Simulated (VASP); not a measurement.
# Ge (P6_3/mmc) in VASP: notebook

Runs on Ge. Level: LDA. Tasks: single point.

Program: VASP 6.6.1. These are calculated values, not measurements. Logs are shortened: lines on timing, memory, paths and dates and some standing lists are left out, and cuts for length are marked.

## (1) The cell of the first run

It takes space group P6_3/mmc (No. 194, hexagonal). Conventional cell: a = 3.971 Å, b = 3.971 Å, c = 6.555 Å, α = 90.00°, β = 90.00°, γ = 120.00°. Within 3.2 Å of Ge (site symmetry 3m) lie 4 Ge at 2.44 to 2.45 Å.

This isn't the form of Ge at room conditions, which is diamond.

## (2) Single point, LDA (22.38 Å³/atom)

The input, INCAR:

```
PREC = Accurate ; ENCUT = 520
EDIFF = 1E-7 ; ISMEAR = -1
SIGMA = 0.05 ; LREAL = F
LASPH = T ; NELM = 100
ALGO = Normal ; ISIF = 2
LWAVE = F ; LCHARG = T
LELF = T ; LVHAR = T
NBANDS = 36
```

The input, KPOINTS:

```
Automatic mesh
0
Gamma
  8 8 4
```

The input, POSCAR:

```
Ge
1.0
    3.9707555995      0.0000000000      0.0000000000
   -1.9853777998      3.4387752215      0.0000000000
    0.0000000000      0.0000000000      6.5550854883
Ge
4
Direct
    0.3333333333      0.6666666667      0.9370987500
    0.6666666667      0.3333333333      0.4370987500
    0.3333333333      0.6666666667      0.5629012500
    0.6666666667      0.3333333333      0.0629012500
```

Potentials or basis: VASP PAW LDA potentials, release 64 (Ge_d).

On the command line:

```
cat potpaw_LDA.64/Ge_d/POTCAR > POTCAR
mpirun -np 1 vasp_std > vasp.out
```

OUTCAR:

```text
PREC = Accurate
   ENCUT = 520
   EDIFF = 1E-7
   ISMEAR = -1
   LREAL = F
   LASPH = T
   NELM = 100
   ISIF = 2

 ion  position               nearest neighbor table
   1  0.333  0.667  0.937-   4 2.44   4 2.44   4 2.44   3 2.45
   2  0.667  0.333  0.437-   3 2.44   3 2.44   3 2.44   4 2.45
   3  0.333  0.667  0.563-   2 2.44   2 2.44   2 2.44   1 2.45
   4  0.667  0.333  0.063-   1 2.44   1 2.44   1 2.44   2 2.45

  LATTYP: Found a hexagonal cell.
 ALAT       =     3.9707555995
 C/A-ratio  =     1.6508408347

  Lattice vectors:

 A1 = (   3.9707555995,   0.0000000000,   0.0000000000)
 A2 = (  -1.9853777998,   3.4387752215,   0.0000000000)
 A3 = (   0.0000000000,   0.0000000000,   6.5550854883)

Analysis of symmetry for initial positions (statically):
=====================================================================
 Subroutine PRICEL returns:
 Original cell was already a primitive cell.

 Routine SETGRP: Setting up the symmetry group for a
 hexagonal supercell.

 Subroutine GETGRP returns: Found 24 space group operations
 (whereof 12 operations were pure point group operations)
 out of a pool of 24 trial point group operations.

The static configuration has the point symmetry D_3d.
 The point group associated with its full space group is D_6h.

Analysis of symmetry for dynamics (positions and initial velocities):
=====================================================================
 Subroutine PRICEL returns:
 Original cell was already a primitive cell.

 Routine SETGRP: Setting up the symmetry group for a
 hexagonal supercell.

 Subroutine GETGRP returns: Found 24 space group operations
 (whereof 12 operations were pure point group operations)
 out of a pool of 24 trial point group operations.

The dynamic configuration has the point symmetry D_3d.
 The point group associated with its full space group is D_6h.

 Subroutine INISYM returns: Found 24 space group operations
 (whereof 12 operations are pure point group operations),
 and found     1 'primitive' translations

----------------------------------------------------------------------------------------

                                     Primitive cell

  volume of cell :      89.5067

  direct lattice vectors                    reciprocal lattice vectors
     3.970755599  0.000000000  0.000000000     0.251841236  0.145400606  0.000000000
    -1.985377800  3.438775221  0.000000000     0.000000000  0.290801211  0.000000000
     0.000000000  0.000000000  6.555085488     0.000000000  0.000000000  0.152553312

  length of vectors
     3.970755599  3.970755600  6.555085488     0.290801211  0.290801211  0.152553312

  position of ions in fractional coordinates (direct lattice)
     0.333333333  0.666666667  0.937098750
     0.666666667  0.333333333  0.437098750
     0.333333333  0.666666667  0.562901250
     0.666666667  0.333333333  0.062901250

  ion indices of the primitive-cell ions
   primitive index   ion index
                 1           1
                 2           2
                 3           3
                 4           4

----------------------------------------------------------------------------------------

 KPOINTS: Automatic mesh

Automatic generation of k-mesh.
 Grid dimensions read from file:
 generate k-points for:    8    8    4

 Generating k-lattice:

  Cartesian coordinates                     Fractional coordinates (reciprocal lattice)
     0.031480155  0.018175076  0.000000000     0.125000000 -0.000000000  0.000000000
     0.000000000  0.036350151  0.000000000     0.000000000  0.125000000  0.000000000
     0.000000000  0.000000000  0.038138328     0.000000000  0.000000000  0.250000000

  Length of vectors
     0.036350151  0.036350151  0.038138328

  Shift w.r.t. Gamma in fractional coordinates (k-lattice)
     0.000000000  0.000000000  0.000000000

 Subroutine IBZKPT returns following result:
 ===========================================

 Found     30 irreducible k-points:

 Following reciprocal coordinates:
            Coordinates               Weight
  0.000000  0.000000  0.000000      1.000000
  0.125000  0.000000  0.000000      6.000000
  0.250000  0.000000  0.000000      6.000000
  0.375000  0.000000  0.000000      6.000000
  0.500000  0.000000  0.000000      3.000000
  0.125000  0.125000  0.000000      6.000000
[... 16 lines left out ...]
  0.250000  0.000000  0.500000      6.000000
  0.375000  0.000000  0.500000      6.000000
 [... further k-points ...]
   k-points           NKPTS =     30   k-points in BZ     NKDIM =     30   number of bands    NBANDS=     36
   number of dos      NEDOS =    301   number of ions     NIONS =      4
   total plane-waves  NPLWV =  45000
   dimension x,y,z NGX =    30 NGY =   30 NGZ =   50
   dimension x,y,z NGXF=    60 NGYF=   60 NGZF=  100
   ions per type =               4
   NGX,Y,Z   is equivalent  to a cutoff of  12.56, 12.56, 12.68 a.u.
   NGXF,Y,Z  is equivalent  to a cutoff of  25.12, 25.12, 25.36 a.u.
 SYSTEM =  unknown system
   PREC   = accura    normal or accurate (medium, high low for compatibility)
   ISTART =      0    job   : 0-new  1-cont  2-samecut
   ICHARG =      2    charge: 1-file 2-atom 10-const
   ISPIN  =      1    spin polarized calculation?
   LNONCOLLINEAR =      F non collinear calculations
   LSORBIT =      F    spin-orbit coupling
   LASPH  =      T    aspherical Exc in radial PAW
   ENCUT  =  520.0 eV  38.22 Ry    6.18 a.u.   7.38  7.38 12.19*2*pi/ulx,y,z
   NELM   =    100;   NELMIN=  2; NELMDL= -5     # of ELM steps
   EDIFF  = 0.1E-06   stopping-criterion for ELM
   LREAL  =      F    real-space projection
   EDIFFG = 0.1E-05   stopping-criterion for IOM
   NSW    =      0    number of steps for IOM
   IBRION =     -1    ionic relax: 0-MD 1-quasi-New 2-CG
   NFREE  =      0    steps in history (QN), initial steepest desc. (CG)
   ISIF   =      2    stress and relaxation
   ISYM   =      2    0-nonsym 1-usesym 2-fastsym
   POTIM  = 0.5000    time-step for ionic-motion
   TEBEG  =    0.0;   TEEND  =   0.0 temperature during run
   PSTRESS=    0.0 pullay stress
   NELECT =      56.0000    total number of electrons
   NUPDOWN=      -1.0000    fix difference up-down
   EMIN   =  10.00;   EMAX   =-10.00  energy-range for DOS
   EFERMI =   0.00;   METHOD = LEGACY
   ISMEAR =    -1;   SIGMA  =   0.05  broadening in eV -4-tet -1-fermi 0-gaus
   EFERMI_NEDOS =   21; number of points for ismear=-14 and -15
   IALGO  =     38    algorithm
   IMIX   =      4    mixing-type and parameters
     AMIX     =   0.40;   BMIX     =  1.00
     AMIX_MAG =   1.60;   BMIX_MAG =  1.00
  volume/ion in A,a.u.               =      22.38       151.01
  Fermi-wavevector in a.u.,A,eV,Ry     =   1.400186  2.645968 26.674506  1.960521
  Thomas-Fermi vector in A             =   2.523171
   LORBIT       =      0    0 simple, 1 ext, 2 COOP (PROOUT), +10 PAW based schemes
   GGA     = CA    functional components
   LHFCALC =     F    Hartree Fock is set to
   AEXX    =    0.0000 exact exchange contribution
   IVDW    =     0    specifies the selected vdW correction
   LEPSILON=     F    determine dielectric tensor
   LRPA    =     F    only Hartree local field effects (RPA)
 non-spin polarized calculation
  energy-cutoff  :      520.00
  volume of cell :       89.51
 maximum number of plane-waves:      2448
 NGX is ok and might be reduce to    30
   NGX = 15   NGY = 15   NGZ = 25

 number of electron      56.0000047 magnetization

 Free energy of the ion-electron system (eV)
  ---------------------------------------------------
  ext. energy  EPLUGINS =         0.00000000
  ---------------------------------------------------
  free energy    TOTEN  =       -20.71034946 eV

  energy without entropy =      -20.70902946  energy(sigma->0) =      -20.70968946

 E-fermi :   4.8985     XC(G=0): -10.3392

 val. band max:        4.7542433608   @ k =   0.0000   0.0000   0.0000
 cond. band min:       4.8994148559   @ k =   0.0000   0.0000   0.0000
 fundamental gap:      0.1451714951
 Fermi energy:         4.8985431198

 k-point     1 :       0.0000    0.0000    0.0000
  band No.  band energies     occupation
      1     -20.1589      2.00000
      2     -20.1589      2.00000
      3     -20.1188      2.00000
      4     -20.1187      2.00000
      5     -20.1187      2.00000
      6     -20.1052      2.00000
[... 28 lines left out ...]
     35       9.4623      0.00000
     36      10.8479      0.00000

 k-point     2 :       0.1250    0.0000    0.0000
  band No.  band energies     occupation
      1     -20.1683      2.00000
      2     -20.1621      2.00000
      3     -20.1281      2.00000
      4     -20.1242      2.00000
      5     -20.1186      2.00000
      6     -20.0941      2.00000
[... 28 lines left out ...]
     35      10.1385      0.00000
     36      11.0325      0.00000

 k-point     3 :       0.2500    0.0000    0.0000
  band No.  band energies     occupation
      1     -20.1780      2.00000
      2     -20.1666      2.00000
      3     -20.1425      2.00000
      4     -20.1332      2.00000
      5     -20.1140      2.00000
      6     -20.0822      2.00000
[... 28 lines left out ...]
     35      11.3100      0.00000
     36      11.7089      0.00000
[... 742 lines left out ...]
 k-point    23 :       0.2500    0.0000    0.5000
  band No.  band energies     occupation
      1     -20.1529      2.00000
      2     -20.1529      2.00000
      3     -20.1520      2.00000
      4     -20.1520      2.00000
      5     -20.1049      2.00000
      6     -20.1049      2.00000
[... 28 lines left out ...]
     35      10.5825      0.00000
     36      10.5825      0.00000

 k-point    24 :       0.3750    0.0000    0.5000
  band No.  band energies     occupation
      1     -20.1554      2.00000
      2     -20.1554      2.00000
      3     -20.1528      2.00000
      4     -20.1528      2.00000
      5     -20.0996      2.00000
      6     -20.0996      2.00000
[... 28 lines left out ...]
     35      12.3402      0.00000
     36      12.3402      0.00000

 [... further k-points ...]

------------------------ aborting loop because EDIFF is reached ----------------------------------------

  FORCE on cell =-STRESS in cart. coord.  units (eV):
  Direction    XX          YY          ZZ          XY          YZ          ZX
  --------------------------------------------------------------------------------------
  -------------------------------------------------------------------------------------
  Total       -0.2294312     -0.2294312     -0.4049328      0.0000000     -0.0000000      0.0000000
  in kB       -4.1068396     -4.1068396     -7.2483347      0.0000000     -0.0000000      0.0000000
  external PRESSURE =      -5.1540046 kB  Pullay stress =       0.0000000 kB

 VOLUME and BASIS-vectors are now :
 -----------------------------------------------------------------------------
  energy-cutoff  :      520.00
  volume of cell :       89.51
      direct lattice vectors                 reciprocal lattice vectors
     3.970755599  0.000000000  0.000000000     0.251841236  0.145400606  0.000000000
    -1.985377800  3.438775221  0.000000000     0.000000000  0.290801211  0.000000000
     0.000000000  0.000000000  6.555085488     0.000000000  0.000000000  0.152553312

 POSITION                                       TOTAL-FORCE (eV/Angst)
 -----------------------------------------------------------------------------------
     -0.00000      2.29252      6.14276         0.000000      0.000000     -0.003429
      1.98538      1.14626      2.86522        -0.000000     -0.000000     -0.003429
     -0.00000      2.29252      3.68987         0.000000     -0.000000      0.003429
      1.98538      1.14626      0.41232        -0.000000     -0.000000      0.003429
 -----------------------------------------------------------------------------------
    total drift:                               -0.000000      0.000000     -0.000000

  FREE ENERGIE OF THE ION-ELECTRON SYSTEM (eV)
  ---------------------------------------------------
  free  energy   TOTEN  =       -20.7103494615 eV

  energy  without entropy=      -20.7090294572  energy(sigma->0) =      -20.70968946
```

Run time: 34 s. Hardware: 1 thread of Intel Xeon 6975P-C (Granite Rapids), shared host; peak memory 0.2 GiB.

What came out:

```yaml
Free_energy: -20.7103 eV
Pressure: -0.5 GPa
Largest_force: 0.003 eV/Å
```

Forces in eV/Å, atoms in the order of the input:
```
Ge   0.000  0.000 -0.003
Ge   0.000  0.000 -0.003
Ge   0.000  0.000  0.003
Ge   0.000  0.000  0.003
```

## (3) Single point, LDA (23.29 Å³/atom)

This run uses another cell than the first one, of 23.29 Å³/atom.

The input, INCAR:

```
PREC     = Accurate       # precision mode
ENCUT    = 520            # plane-wave cutoff, eV
EDIFF    = 1E-6           # SCF threshold, eV
ISMEAR   = -1             # smearing method
SIGMA    = 0.05           # smearing width, eV
LREAL    = False          # projectors in reciprocal space
LASPH    = True           # aspherical terms in the spheres
NELM     = 100            # most SCF steps
ALGO     = Normal         # electronic algorithm
ISIF     = 2              # what is computed and relaxed
LWAVE    = False          # write WAVECAR
LCHARG   = True           # write CHGCAR
GGA      = CA             # functional
LELF     = True           # ELF
LVHAR    = True         
NBANDS   = 36             # bands
```

The input, KPOINTS:

```
regular mesh
0
Gamma
  8 8 4
```

The input, POSCAR:

```
Ge
1.0
    4.0240606931      0.0000000000      0.0000000000
   -2.0120303466      3.4849387866      0.0000000000
    0.0000000000      0.0000000000      6.6430837134
Ge
4
Direct
    0.3333333333      0.6666666667      0.9370987500
    0.6666666667      0.3333333333      0.4370987500
    0.3333333333      0.6666666667      0.5629012500
    0.6666666667      0.3333333333      0.0629012500
```

Potentials or basis: VASP PAW LDA potentials, release 64 (Ge_d).

On the command line:

```
cat potpaw_LDA.64/Ge_d/POTCAR > POTCAR
mpirun -np 1 vasp_std > vasp.out
```

Run time: 32 s. Hardware: 1 thread of Intel Xeon 6975P-C (Granite Rapids), shared host; peak memory 0.2 GiB.

It converged, with:

| Property | Result |
| --- | --- |
| Free energy | -20.6703 eV |
| Pressure | -3.0 GPa |
| Largest force | 0.009 eV/Å |
| Band gap on the k mesh | 0.11 eV (least direct gap 0.19 eV) |

Forces in eV/Å, atoms in the order of the input:
```
Ge   0.000  0.000  0.009
Ge   0.000  0.000  0.009
Ge   0.000  0.000 -0.009
Ge   0.000  0.000 -0.009
```

Stress tensor (GPa, compression positive):
```
-2.86  0.00  0.00
 0.00 -2.86  0.00
 0.00  0.00 -3.17
```

Levels at points of the mesh, in eV from the valence-band top:
```
           k point  band 26  band 27  band 28  band 29  band 30  band 31
(0.00, 0.00, 0.00)    -0.20    -0.08     0.00     0.27     0.27     2.39
(0.50, 0.00, 0.00)    -2.84    -2.60    -1.26     0.63     1.65     3.64
(0.00, 0.00, 0.50)    -0.68    -0.68    -0.68     0.68     0.68     3.48
(0.50, 0.00, 0.50)    -2.35    -2.20    -2.20     0.58     0.58     2.24
```

(Continued in part 2 of 2.)
